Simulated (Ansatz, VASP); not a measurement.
## In in VASP and in Ansatz

```
CELL_PARAMETERS angstrom
-1.95783 1.95783 1.95783
1.95783 -1.95783 1.95783
1.95783 1.95783 -1.95783
ATOMIC_POSITIONS crystal
In 0.00000 0.00000 0.00000
```

Change from the starting cell: strain +0.040 along x and y, +0.040 along z, atoms carried along.

Alike in both runs: task single point; functional PBE; k mesh 18 × 18 × 18; occupations gaussian, width 0.15 eV; no spin polarisation.

```csv
,VASP,Ansatz
version,VASP 6.6.1,Ansatz 0.2.0
potentials or method,"VASP PAW PBE potentials, release 64 (In_d), cutoff 520 eV","scalar-relativistic, plane waves, PAW"
valence electrons in the cell,13,13
```

|  | VASP | Ansatz | Ansatz less VASP |
| --- | --- | --- | --- |
| gap on the k mesh at the Fermi level (eV) | none | none | - |
| pressure (GPa) | -2.3 | -2.2 | +0.08 |

A gap of «none» marks a metal or a gap that the smearing closes.
